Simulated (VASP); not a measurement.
# TiPd3 (Pm-3m) in VASP: a series of runs, part 2 of 2

VASP 6.6.1. The steps go on from the part before.

## Step 3: Relaxation of cell and atoms, LDA

This run uses another cell than the first one, of 13.94 Å³/atom.

Input file INCAR:

```
ALGO     = Fast           # electronic algorithm
EDIFF    = 1E-7           # SCF threshold, eV
EDIFFG   = -0.005         # ionic threshold
ENCUT    = 600            # plane-wave cutoff, eV
GGA      = CA             # functional
IBRION   = 2              # ionic algorithm
ISIF     = 3              # what is computed and relaxed
ISMEAR   = 0              # smearing method
LASPH    = True           # aspherical terms in the spheres
LCHARG   = False          # write CHGCAR
LREAL    = False          # projectors in reciprocal space
LWAVE    = False          # write WAVECAR
NELM     = 80             # most SCF steps
NSW      = 100            # ionic steps
PREC     = Accurate       # precision mode
SIGMA    = 0.1            # smearing width, eV
```

Input file KPOINTS:

```
k-points
0
Gamma
  12 12 12
```

Input file POSCAR:

```
TiPd3
1.0
    3.8200000000      0.0000000000      0.0000000000
    0.0000000000      3.8200000000      0.0000000000
    0.0000000000      0.0000000000      3.8200000000
Ti Pd
1 3
Direct
    0.0000000000      0.0000000000      0.0000000000
    0.0000000000      0.5000000000      0.5000000000
    0.5000000000      0.0000000000      0.5000000000
    0.5000000000      0.5000000000      0.0000000000
```

Potentials or basis: VASP PAW LDA potentials, release 64 (Ti_sv, Pd).

On the command line:

```bash
$ cat potpaw_LDA.64/Ti_sv/POTCAR potpaw_LDA.64/Pd/POTCAR > POTCAR
$ mpirun -np 1 vasp_std > vasp.out
```

OUTCAR:

```text
EDIFF = 1E-7
   EDIFFG = -0.005
   ENCUT = 600
   GGA = CA
   IBRION = 2
   ISIF = 3
   ISMEAR = 0
   LASPH = True
   LREAL = False
   NELM = 80
   NSW = 100
   PREC = Accurate

 ion  position               nearest neighbor table
   1  0.000  0.000  0.000-   2 2.70   3 2.70   4 2.70   2 2.70   3 2.70   2 2.70   4 2.70   2 2.70
                             3 2.70   4 2.70   3 2.70   4 2.70
   2  0.000  0.500  0.500-   1 2.70   3 2.70   4 2.70   1 2.70   4 2.70   1 2.70   3 2.70   1 2.70
                             3 2.70   4 2.70   4 2.70   3 2.70
   3  0.500  0.000  0.500-   1 2.70   2 2.70   4 2.70   1 2.70   4 2.70   2 2.70   4 2.70   4 2.70
                             1 2.70   2 2.70   1 2.70   2 2.70
   4  0.500  0.500  0.000-   1 2.70   2 2.70   3 2.70   2 2.70   3 2.70   1 2.70   3 2.70   3 2.70
                             1 2.70   2 2.70   2 2.70   1 2.70

  LATTYP: Found a simple cubic cell.
 ALAT       =     3.8200000000

  Lattice vectors:

 A1 = (   3.8200000000,   0.0000000000,   0.0000000000)
 A2 = (   0.0000000000,   3.8200000000,   0.0000000000)
 A3 = (   0.0000000000,   0.0000000000,   3.8200000000)

Analysis of symmetry for initial positions (statically):
=====================================================================
 Subroutine PRICEL returns:
 Original cell was already a primitive cell.

[... 181 lines left out ...]
  Direction    XX          YY          ZZ          XY          YZ          ZX
  --------------------------------------------------------------------------------------
  -------------------------------------------------------------------------------------
  Total        0.9333380      0.9333380      0.9333380     -0.0000000     -0.0000000     -0.0000000
  in kB       26.8262178     26.8262178     26.8262178     -0.0000000     -0.0000000     -0.0000000
  external PRESSURE =      26.8262178 kB  Pullay stress =       0.0000000 kB
[... 63 lines left out ...]
--------------------------------------- Ionic step        3  -------------------------------------------

 number of electron      41.9999993 magnetization

 Free energy of the ion-electron system (eV)
  ---------------------------------------------------
  ext. energy  EPLUGINS =         0.00000000
  ---------------------------------------------------
  free energy    TOTEN  =       -30.81420695 eV

  energy without entropy =      -30.80885000  energy(sigma->0) =      -30.81152847

 E-fermi :  11.3759     XC(G=0): -13.5659

 val. band max:       11.3757555317   @ k =   0.5000   0.5000   0.5000
 cond. band min:      11.3911728895   @ k =   0.5000   0.5000   0.5000
 fundamental gap:      0.0154173578
 Fermi energy:        11.3759483779

 k-point     1 :       0.0000    0.0000    0.0000
  band No.  band energies     occupation
      1     -46.0733      2.00000
      2     -22.6770      2.00000
      3     -22.6770      2.00000
      4     -22.6770      2.00000
      5       3.0928      2.00000
      6       4.7552      2.00000
[... 661 lines left out ...]
     24      11.9769      0.00000
     25      12.0341      0.00000

 [... further k-points ...]
[... 5 lines left out ...]
  --------------------------------------------------------------------------------------
  -------------------------------------------------------------------------------------
  Total       -0.0091819     -0.0091819     -0.0091819      0.0000000      0.0000000     -0.0000000
  in kB       -0.2608685     -0.2608685     -0.2608685      0.0000000      0.0000000     -0.0000000
  external PRESSURE =      -0.2608685 kB  Pullay stress =       0.0000000 kB
[... 19 lines left out ...]
  FREE ENERGIE OF THE ION-ELECTRON SYSTEM (eV)
  ---------------------------------------------------
  free  energy   TOTEN  =       -30.8142069491 eV

  energy  without entropy=      -30.8088499955  energy(sigma->0) =      -30.81152847

 reached required accuracy - stopping structural energy minimisation
```

OSZICAR:

```text
N       E                     dE             d eps       ncg     rms          rms(c)
DAV:   1     0.411099780949E+03    0.41110E+03   -0.23597E+04  4200   0.205E+03
DAV:   2    -0.261193203264E+01   -0.41371E+03   -0.40599E+03  4392   0.495E+02
DAV:   3    -0.332921013711E+02   -0.30680E+02   -0.29881E+02  6045   0.117E+02
[... 94 lines left out ...]
RMM:  20    -0.308142065333E+02   -0.19185E-06   -0.22344E-06  2487   0.341E-03    0.128E-03
RMM:  21    -0.308142067155E+02   -0.18217E-06   -0.20710E-06  2182   0.314E-03    0.116E-03
RMM:  22    -0.308142068198E+02   -0.10429E-06   -0.12934E-06  2674   0.321E-03    0.140E-03
RMM:  23    -0.308142069022E+02   -0.82421E-07   -0.10238E-06  2744   0.291E-03    0.144E-03
RMM:  24    -0.308142069491E+02   -0.46902E-07   -0.76081E-07  2467   0.301E-03
   3 F= -.30814207E+02 E0= -.30811528E+02  d E =-.533632E-02
```

CONTCAR:

```text
TiPd3
   1.00000000000000
     3.8347780673119001   -0.0000000000000000   -0.0000000000000000
    -0.0000000000000000    3.8347780673119001   -0.0000000000000000
     0.0000000000000000   -0.0000000000000000    3.8347780673119001
  Ti              Pd
     1     3
Direct
     0.0000000000000000    0.0000000000000000    0.0000000000000000
     0.0000000000000000    0.5000000000000000    0.5000000000000000
     0.5000000000000000    0.0000000000000000    0.5000000000000000
     0.5000000000000000    0.5000000000000000    0.0000000000000000

  0.00000000E+00  0.00000000E+00  0.00000000E+00
  0.00000000E+00  0.00000000E+00  0.00000000E+00
  0.00000000E+00  0.00000000E+00  0.00000000E+00
  0.00000000E+00  0.00000000E+00  0.00000000E+00
```

Run time: 17 min. Hardware: 1 thread of Intel Xeon 8259CL, shared host; peak memory 0.27 GiB.

What came out:

```
Free energy                           : -30.8142 eV
Relaxed volume                        : 14.10 Å³/atom
Relaxed cell                          : a = 3.835 Å, b = 3.835 Å, c = 3.835 Å, α = 90.00°, β = 90.00°, γ = 90.00°
Space group after relaxing (to 0.1 Å) : Pm-3m (No. 221)
Energy gained by relaxing             : 1.3 meV/atom
Ionic steps                           : 3
Pressure after relaxing               : 0.0 GPa
Band gap on the k mesh                : zero (bands 21 and 22 overlap by 1.34 eV)
```

Step by step:
| step | energy change (eV) | largest force (eV/Å) | pressure (GPa) | volume (Å³) |
| --- | --- | --- | --- | --- |
| 1 | 0.0000 | 0.0000 | 2.68 | 55.74 |
| 2 | 0.0137 | 0.0000 | -4.74 | 57.65 |
| 3 | -0.0053 | 0.0000 | -0.03 | 56.39 |

Final structure:
```cif
data_structure
_symmetry_space_group_name_H-M 'P 1'
_symmetry_Int_Tables_number 1
_cell_length_a 3.8348
_cell_length_b 3.8348
_cell_length_c 3.8348
_cell_angle_alpha 90.000
_cell_angle_beta 90.000
_cell_angle_gamma 90.000
_cell_volume 56.39
loop_
_atom_site_label
_atom_site_type_symbol
_atom_site_fract_x
_atom_site_fract_y
_atom_site_fract_z
_atom_site_occupancy
Ti1 Ti 0.00000 0.00000 0.00000 1
Pd1 Pd 0.00000 0.50000 0.50000 1
Pd2 Pd 0.50000 0.00000 0.50000 1
Pd3 Pd 0.50000 0.50000 0.00000 1
```
